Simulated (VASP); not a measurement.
# Ba2C (Fm-3m) in VASP: a series of runs

The runs below take Ba2C through single point, with PBE.

All numbers are computed with VASP 6.6.1; they aren't measurements. Logs are shortened: lines on timing, memory, paths and dates and some standing lists are left out, and cuts for length are marked.

### 1 The cell of the first run

It takes space group Fm-3m (No. 225, cubic). The conventional cell has a = 7.169 Å, b = 7.169 Å, c = 7.169 Å, α = 90.00°, β = 90.00°, γ = 90.00°. Within 4.1 Å of C (site symmetry m-3m) lie 8 Ba at 3.10 Å. Ba (site symmetry -43m) has 4 C at 3.10 Å and 6 Ba at 3.58 Å within 4.1 Å.

### 2 Single point, PBE (volume scaled by 1.050 of the coarse rest volume)

Input file INCAR:

```
PREC = Accurate ; ENCUT = 520
EDIFF = 1E-7 ; ISMEAR = -1
SIGMA = 0.15 ; LREAL = False
LASPH = True ; NELM = 100
ALGO = Normal ; ISIF = 2
LWAVE = False ; LCHARG = False
GGA = PE ; NBANDS = 19
```

Input file KPOINTS:

```
regular mesh
0
Gamma
  10 10 10
```

Input file POSCAR:

```
Ba2C
1.0
    0.0000000000      3.5843000000      3.5843000000
    3.5843000000      0.0000000000      3.5843000000
    3.5843000000      3.5843000000      0.0000000000
C Ba
1 2
Direct
    0.0000000000      0.0000000000      0.0000000000
    0.2500000000      0.2500000000      0.2500000000
    0.7500000000      0.7500000000      0.7500000000
```

Potentials or basis: VASP PAW PBE potentials, release 64 (C, Ba_sv).

On the command line:

```console
cat potpaw_PBE.64/C/POTCAR potpaw_PBE.64/Ba_sv/POTCAR > POTCAR
mpirun -np 1 vasp_std > vasp.out
```

OUTCAR:

```text
PREC = Accurate
   ENCUT = 520
   EDIFF = 1E-7
   ISMEAR = -1
   LREAL = False
   LASPH = True
   NELM = 100
   ISIF = 2
   GGA = PE

 ion  position               nearest neighbor table
   1  0.000  0.000  0.000-   3 3.10   3 3.10   3 3.10   2 3.10   3 3.10   2 3.10   2 3.10   2 3.10

   2  0.250  0.250  0.250-   1 3.10   1 3.10   1 3.10   1 3.10   3 3.58   3 3.58   3 3.58   3 3.58
                             3 3.58   3 3.58
   3  0.750  0.750  0.750-   1 3.10   1 3.10   1 3.10   1 3.10   2 3.58   2 3.58   2 3.58   2 3.58
                             2 3.58   2 3.58

  LATTYP: Found a face centered cubic cell.
 ALAT       =     7.1686000000

  Lattice vectors:

 A1 = (   0.0000000000,   3.5843000000,   3.5843000000)
 A2 = (   3.5843000000,   0.0000000000,   3.5843000000)
 A3 = (   3.5843000000,   3.5843000000,   0.0000000000)

Analysis of symmetry for initial positions (statically):
=====================================================================
 Subroutine PRICEL returns:
 Original cell was already a primitive cell.

 Routine SETGRP: Setting up the symmetry group for a
 face centered cubic supercell.

 Subroutine GETGRP returns: Found 48 space group operations
 (whereof 48 operations were pure point group operations)
 out of a pool of 48 trial point group operations.

The static configuration has the point symmetry O_h .

Analysis of symmetry for dynamics (positions and initial velocities):
=====================================================================
 Subroutine PRICEL returns:
 Original cell was already a primitive cell.

 Routine SETGRP: Setting up the symmetry group for a
 face centered cubic supercell.

 Subroutine GETGRP returns: Found 48 space group operations
 (whereof 48 operations were pure point group operations)
 out of a pool of 48 trial point group operations.

The dynamic configuration has the point symmetry O_h .

 Subroutine INISYM returns: Found 48 space group operations
 (whereof 48 operations are pure point group operations),
 and found     1 'primitive' translations

----------------------------------------------------------------------------------------

                                     Primitive cell

  volume of cell :      92.0965

  direct lattice vectors                    reciprocal lattice vectors
     0.000000000  3.584300000  3.584300000    -0.139497252  0.139497252  0.139497252
     3.584300000  0.000000000  3.584300000     0.139497252 -0.139497252  0.139497252
     3.584300000  3.584300000  0.000000000     0.139497252  0.139497252 -0.139497252

  length of vectors
     5.068965672  5.068965672  5.068965672     0.241616328  0.241616328  0.241616328

  position of ions in fractional coordinates (direct lattice)
     0.000000000  0.000000000  0.000000000
     0.250000000  0.250000000  0.250000000
     0.750000000  0.750000000  0.750000000

  ion indices of the primitive-cell ions
   primitive index   ion index
                 1           1
                 2           2
                 3           3

----------------------------------------------------------------------------------------

 KPOINTS: regular mesh

Automatic generation of k-mesh.
 Grid dimensions read from file:
 generate k-points for:   10   10   10

 Generating k-lattice:

  Cartesian coordinates                     Fractional coordinates (reciprocal lattice)
    -0.013949725  0.013949725  0.013949725     0.100000000  0.000000000  0.000000000
     0.013949725 -0.013949725  0.013949725     0.000000000  0.100000000  0.000000000
     0.013949725  0.013949725 -0.013949725     0.000000000  0.000000000  0.100000000

  Length of vectors
     0.024161633  0.024161633  0.024161633

  Shift w.r.t. Gamma in fractional coordinates (k-lattice)
     0.000000000  0.000000000  0.000000000

 Subroutine IBZKPT returns following result:
 ===========================================

 Found     47 irreducible k-points:

 Following reciprocal coordinates:
            Coordinates               Weight
  0.000000  0.000000  0.000000      1.000000
  0.100000  0.000000  0.000000      8.000000
  0.200000  0.000000  0.000000      8.000000
  0.300000  0.000000  0.000000      8.000000
  0.400000  0.000000  0.000000      8.000000
  0.500000  0.000000  0.000000      4.000000
[... 16 lines left out ...]
  0.300000  0.300000  0.000000      6.000000
  0.400000  0.300000  0.000000     24.000000
 [... further k-points ...]
   k-points           NKPTS =     47   k-points in BZ     NKDIM =     47   number of bands    NBANDS=     19
   number of dos      NEDOS =    301   number of ions     NIONS =      3
   total plane-waves  NPLWV =  64000
   dimension x,y,z NGX =    40 NGY =   40 NGZ =   40
   dimension x,y,z NGXF=    80 NGYF=   80 NGZF=   80
   ions per type =               1   2
   NGX,Y,Z   is equivalent  to a cutoff of  13.12, 13.12, 13.12 a.u.
   NGXF,Y,Z  is equivalent  to a cutoff of  26.24, 26.24, 26.24 a.u.
 SYSTEM =  unknown system
   PREC   = accura    normal or accurate (medium, high low for compatibility)
   ISTART =      0    job   : 0-new  1-cont  2-samecut
   ICHARG =      2    charge: 1-file 2-atom 10-const
   ISPIN  =      1    spin polarized calculation?
   LNONCOLLINEAR =      F non collinear calculations
   LSORBIT =      F    spin-orbit coupling
   LASPH  =      T    aspherical Exc in radial PAW
   ENCUT  =  520.0 eV  38.22 Ry    6.18 a.u.   9.42  9.42  9.42*2*pi/ulx,y,z
   NELM   =    100;   NELMIN=  2; NELMDL= -5     # of ELM steps
   EDIFF  = 0.1E-06   stopping-criterion for ELM
   LREAL  =      F    real-space projection
   EDIFFG = 0.1E-05   stopping-criterion for IOM
   NSW    =      0    number of steps for IOM
   IBRION =     -1    ionic relax: 0-MD 1-quasi-New 2-CG
   NFREE  =      0    steps in history (QN), initial steepest desc. (CG)
   ISIF   =      2    stress and relaxation
   ISYM   =      2    0-nonsym 1-usesym 2-fastsym
   POTIM  = 0.5000    time-step for ionic-motion
   TEBEG  =    0.0;   TEEND  =   0.0 temperature during run
   PSTRESS=    0.0 pullay stress
   NELECT =      24.0000    total number of electrons
   NUPDOWN=      -1.0000    fix difference up-down
   EMIN   =  10.00;   EMAX   =-10.00  energy-range for DOS
   EFERMI =   0.00;   METHOD = LEGACY
   ISMEAR =    -1;   SIGMA  =   0.15  broadening in eV -4-tet -1-fermi 0-gaus
   EFERMI_NEDOS =   21; number of points for ismear=-14 and -15
   IALGO  =     38    algorithm
   IMIX   =      4    mixing-type and parameters
     AMIX     =   0.40;   BMIX     =  1.00
     AMIX_MAG =   1.60;   BMIX_MAG =  1.00
  volume/ion in A,a.u.               =      30.70       207.17
  Fermi-wavevector in a.u.,A,eV,Ry     =   1.045677  1.976043 14.877160  1.093440
  Thomas-Fermi vector in A             =   2.180483
   LORBIT       =      0    0 simple, 1 ext, 2 COOP (PROOUT), +10 PAW based schemes
   GGA     = PE    functional components
   LHFCALC =     F    Hartree Fock is set to
   AEXX    =    0.0000 exact exchange contribution
   IVDW    =     0    specifies the selected vdW correction
   LEPSILON=     F    determine dielectric tensor
   LRPA    =     F    only Hartree local field effects (RPA)
 non-spin polarized calculation
  energy-cutoff  :      520.00
  volume of cell :       92.10
 maximum number of plane-waves:      2505
 NGX is ok and might be reduce to    40
   NGX = 19   NGY = 19   NGZ = 19

 number of electron      24.0000000 magnetization

 Free energy of the ion-electron system (eV)
  ---------------------------------------------------
  ext. energy  EPLUGINS =         0.00000000
  ---------------------------------------------------
  free energy    TOTEN  =       -10.85546329 eV

  energy without entropy =      -10.71753181  energy(sigma->0) =      -10.78649755

 E-fermi :   3.0216     XC(G=0):  -8.9983

 val. band max:        2.9713687674   @ k =   0.0000   0.0000   0.0000
 cond. band min:       3.0311545361   @ k =   0.5000   0.5000   0.0000
 fundamental gap:      0.0597857687
 Fermi energy:         3.0216185548

 k-point     1 :       0.0000    0.0000    0.0000
  band No.  band energies     occupation
      1     -25.3280      2.00000
      2     -24.8195      2.00000
      3     -10.8253      2.00000
      4     -10.8253      2.00000
      5     -10.8253      2.00000
      6      -9.7778      2.00000
[... 11 lines left out ...]
     18       7.2369      0.00000
     19       9.9148      0.00000

 k-point     2 :       0.1000    0.0000    0.0000
  band No.  band energies     occupation
      1     -25.3154      2.00000
      2     -24.8318      2.00000
      3     -10.8147      2.00000
      4     -10.8063      2.00000
      5     -10.8063      2.00000
      6      -9.8373      2.00000
[... 11 lines left out ...]
     18       7.1874      0.00000
     19       9.8211      0.00000

 k-point     3 :       0.2000    0.0000    0.0000
  band No.  band energies     occupation
      1     -25.2789      2.00000
      2     -24.8675      2.00000
      3     -10.7830      2.00000
      4     -10.7495      2.00000
      5     -10.7495      2.00000
      6      -9.9902      2.00000
[... 11 lines left out ...]
     18       7.0065      0.00000
     19       9.5923      0.00000

 k-point     4 :       0.3000    0.0000    0.0000
  band No.  band energies     occupation
      1     -25.2221      2.00000
      2     -24.9232      2.00000
      3     -10.7299      2.00000
      4     -10.6565      2.00000
      5     -10.6565      2.00000
      6     -10.1814      2.00000
[... 11 lines left out ...]
     18       6.6804      0.00000
     19       8.7648      0.00000

 k-point     5 :       0.4000    0.0000    0.0000
  band No.  band energies     occupation
      1     -25.1508      2.00000
      2     -24.9937      2.00000
      3     -10.6542      2.00000
      4     -10.5307      2.00000
      5     -10.5307      2.00000
      6     -10.3612      2.00000
[... 11 lines left out ...]
     18       6.7883      0.00000
     19       7.6340      0.00000

 k-point     6 :       0.5000    0.0000    0.0000
  band No.  band energies     occupation
      1     -25.0722      2.00000
      2     -25.0719      2.00000
      3     -10.5858      2.00000
      4     -10.4676      2.00000
      5     -10.3884      2.00000
      6     -10.3884      2.00000
[... 11 lines left out ...]
     18       6.7604      0.00000
     19       6.7604      0.00000

 k-point     7 :       0.1000    0.1000    0.0000
  band No.  band energies     occupation
      1     -25.3115      2.00000
      2     -24.8354      2.00000
      3     -10.8512      2.00000
      4     -10.8512      2.00000
      5     -10.7091      2.00000
      6      -9.9733      2.00000
[... 11 lines left out ...]
     18       7.0360      0.00000
     19       9.9041      0.00000

 k-point     8 :       0.2000    0.1000    0.0000
  band No.  band energies     occupation
      1     -25.2841      2.00000
      2     -24.8620      2.00000
      3     -10.8620      2.00000
      4     -10.8548      2.00000
      5     -10.5835      2.00000
      6     -10.1770      2.00000
[... 256 lines left out ...]
 k-point    20 :      -0.4000    0.2000    0.0000
  band No.  band energies     occupation
      1     -25.0864      2.00000
      2     -25.0539      2.00000
      3     -11.1001      2.00000
      4     -10.7593      2.00000
      5     -10.6601      2.00000
      6     -10.1593      2.00000
[... 11 lines left out ...]
     18       7.2700      0.00000
     19       7.5155      0.00000

 k-point    21 :      -0.3000    0.2000    0.0000
  band No.  band energies     occupation
      1     -25.1515      2.00000
      2     -24.9902      2.00000
      3     -11.0935      2.00000
      4     -10.6079      2.00000
      5     -10.4823      2.00000
      6     -10.3352      2.00000
[... 11 lines left out ...]
     18       7.1031      0.00000
     19       7.4568      0.00000

 k-point    22 :      -0.2000    0.2000    0.0000
  band No.  band energies     occupation
      1     -25.2090      2.00000
      2     -24.9347      2.00000
      3     -11.0270      2.00000
      4     -10.5022      2.00000
      5     -10.4466      2.00000
      6     -10.4093      2.00000
[... 11 lines left out ...]
     18       7.5497      0.00000
     19       7.7739      0.00000

 k-point    23 :       0.3000    0.3000    0.0000
  band No.  band energies     occupation
      1     -25.2132      2.00000
      2     -24.9267      2.00000
      3     -10.9971      2.00000
      4     -10.9971      2.00000
      5     -10.9417      2.00000
      6      -9.9720      2.00000
[... 11 lines left out ...]
     18       6.3222      0.00000
     19       7.3795      0.00000

 k-point    24 :       0.4000    0.3000    0.0000
  band No.  band energies     occupation
      1     -25.1799      2.00000
      2     -24.9574      2.00000
      3     -11.1390      2.00000
      4     -11.0116      2.00000
      5     -11.0052      2.00000
      6      -9.7787      2.00000
[... 11 lines left out ...]
     18       6.7840      0.00000
     19       7.9948      0.00000

 [... further k-points ...]
[... 5 lines left out ...]
  --------------------------------------------------------------------------------------
  -------------------------------------------------------------------------------------
  Total       -0.2914182     -0.2914182     -0.2914182      0.0000000      0.0000000     -0.0000000
  in kB       -5.0697235     -5.0697235     -5.0697235      0.0000000      0.0000000     -0.0000000
  external PRESSURE =      -5.0697235 kB  Pullay stress =       0.0000000 kB

 VOLUME and BASIS-vectors are now :
 -----------------------------------------------------------------------------
  energy-cutoff  :      520.00
  volume of cell :       92.10
      direct lattice vectors                 reciprocal lattice vectors
     0.000000000  3.584300000  3.584300000    -0.139497252  0.139497252  0.139497252
     3.584300000  0.000000000  3.584300000     0.139497252 -0.139497252  0.139497252
     3.584300000  3.584300000  0.000000000     0.139497252  0.139497252 -0.139497252

 POSITION                                       TOTAL-FORCE (eV/Angst)
 -----------------------------------------------------------------------------------
      0.00000      0.00000      0.00000         0.000000     -0.000000      0.000000
      1.79215      1.79215      1.79215         0.000000     -0.000000      0.000000
      5.37645      5.37645      5.37645        -0.000000      0.000000     -0.000000
 -----------------------------------------------------------------------------------
    total drift:                                0.000000     -0.000000      0.000000

  FREE ENERGIE OF THE ION-ELECTRON SYSTEM (eV)
  ---------------------------------------------------
  free  energy   TOTEN  =       -10.8554632923 eV

  energy  without entropy=      -10.7175318122  energy(sigma->0) =      -10.78649755
```

Run time: 65 s. Hardware: 1 thread of AMD EPYC 9R45 (Zen 5), shared host; peak memory 0.24 GiB.

What came out:

```yaml
Free_energy: -10.8555 eV
Pressure: -0.5 GPa
Band_gap_on_the_k_mesh: zero (band 12 reaches 3.03 eV, above the bottom of band 13 at 2.97 eV)
```

Caveat: the cell differs from its parent crystal (volume scaled by 1.050 of the coarse rest volume); spin-orbit coupling is left out, which moves the levels of the heavy elements.

### 3 Single point, PBE

This run uses another cell than the first one, of 22.59 Å³/atom, 0.736 times its volume.

Input file INCAR:

```
SYSTEM = Ba2C
ALGO = Normal
EDIFF = 1E-7
ENCUT = 520
GGA = PE
ISIF = 2
ISMEAR = 0
LASPH = .TRUE.
LCHARG = .TRUE.
LELF = .TRUE.
LREAL = .FALSE.
LVHAR = .TRUE.
LWAVE = .FALSE.
NBANDS = 19
NELM = 100
PREC = Accurate
SIGMA = 0.05
```

Input file KPOINTS:

```
k-points
0
G
  6 6 6
  0 0 0
```

Input file POSCAR:

```
Ba2C
1.0
    0.0000000000      3.2360482588      3.2360482588
    3.2360482588      0.0000000000      3.2360482588
    3.2360482588      3.2360482588      0.0000000000
C Ba
1 2
Direct
    0.0000000000      0.0000000000      0.0000000000
    0.2500000000      0.2500000000      0.2500000000
    0.7500000000      0.7500000000      0.7500000000
```

Potentials or basis: VASP PAW PBE potentials, release 64 (C, Ba_sv).

On the command line:

```console
cat potpaw_PBE.64/C/POTCAR potpaw_PBE.64/Ba_sv/POTCAR > POTCAR
mpirun -np 1 vasp_std > vasp.out
```

Wall time 25 s (1 thread of AMD EPYC 9R45 (Zen 5), shared host); peak memory 0.17 GiB.

It converged, with:

```
Free energy            : -9.8385 eV
Pressure               : 18.0 GPa
Band gap on the k mesh : zero (band 12 reaches 4.81 eV, above the bottom of band 13 at 4.56 eV)
```

Levels at points of the mesh, in eV from the Fermi level:
```csv
k point,band 8,band 9,band 10,band 11,band 12,band 13,band 14,band 15,band 16,band 17
"(0.00, 0.00, 0.00)",-12.02,-8.43,-2.80,-2.80,-2.80,-0.20,-0.20,0.67,5.48,5.48
"(0.50, 0.00, 0.00)",-13.24,-7.40,-1.04,-1.04,-0.27,1.13,2.50,2.50,4.80,4.80
"(0.50, 0.50, 0.00)",-11.25,-7.91,-1.74,-0.18,0.05,0.05,1.01,2.17,5.17,5.17
```

Caveat: spin-orbit coupling is left out, which moves the levels of the heavy elements.

### 4 Single point, PBE

This run uses another cell than the first one, of 22.59 Å³/atom, 0.736 times its volume.

Input file INCAR:

```
PREC = Accurate
ENCUT = 910
EDIFF = 1E-6
ISMEAR = 0
SIGMA = 0.05
LREAL = F
LASPH = T
NELM = 120
ALGO = Normal
ISIF = 2
LWAVE = F
LCHARG = T
GGA = PE
LELF = T
LVHAR = T
NBANDS = 19
GGA_COMPAT = F
```

Input file KPOINTS:

```
Automatic mesh
0
Gamma
  6 6 6
```

POSCAR is that of step 3.

Potentials or basis: VASP PAW PBE potentials, release 64 (C_h, Ba_sv).

On the command line:

```console
cat potpaw_PBE.64/C_h/POTCAR potpaw_PBE.64/Ba_sv/POTCAR > POTCAR
mpirun -np 1 vasp_std > vasp.out
```

Wall time 60 s (1 thread of Intel Xeon Platinum 8488C (Sapphire Rapids), shared host); peak memory 0.31 GiB.

It converged, with:

| Property | Result |
| --- | --- |
| Free energy | -9.8424 eV |
| Pressure | 18.0 GPa |
| Band gap on the k mesh | zero (band 12 reaches 4.91 eV, above the bottom of band 13 at 4.66 eV) |

Levels at points of the mesh, in eV from the Fermi level:
```tsv
k point	band 8	band 9	band 10	band 11	band 12	band 13	band 14	band 15	band 16	band 17
(0.00, 0.00, 0.00)	-12.02	-8.43	-2.80	-2.80	-2.80	-0.20	-0.20	0.67	5.48	5.48
(0.50, 0.00, 0.00)	-13.24	-7.40	-1.04	-1.04	-0.27	1.13	2.50	2.50	4.80	4.80
(0.50, 0.50, 0.00)	-11.25	-7.91	-1.74	-0.18	0.05	0.05	1.01	2.17	5.17	5.18
```

Caveat: the cutoff is under 1.25 times the usual one of these potentials, so pressure, stress and relaxed cells hold a basis-set (Pulay) error; spin-orbit coupling is left out, which moves the levels of the heavy elements.

### 5 Overview

| potentials or basis | cell | k mesh | cutoff (eV) | smearing | second run | gap on the mesh (eV) | pressure (GPa) |
| --- | --- | --- | --- | --- | --- | --- | --- |
| VASP PAW PBE potentials, release 64 (C, Ba_sv) | a = 5.069 Å, angles 60.0°, 3 atoms | 10 × 10 × 10 | 520 | fermi-dirac 0.15 eV | - | none | -0.5 |
| VASP PAW PBE potentials, release 64 (C, Ba_sv) | a = 4.576 Å, angles 60.0°, 3 atoms | 6 × 6 × 6 | 520 | gaussian 0.05 eV | - | none | 18.0 |
| VASP PAW PBE potentials, release 64 (C_h, Ba_sv) | a = 4.576 Å, angles 60.0°, 3 atoms | 6 × 6 × 6 | 910 | gaussian 0.05 eV | hard_potentials | none | 18.0 |

Alike in all rows: task single point; level PBE; no spin polarisation.

Caveats: spin-orbit coupling is left out, which moves the levels of the heavy elements; the cutoff is under 1.25 times the usual one of these potentials, so pressure, stress and relaxed cells hold a basis-set (Pulay) error (some runs).

Absolute energies hang on the potentials; compare differences alone.
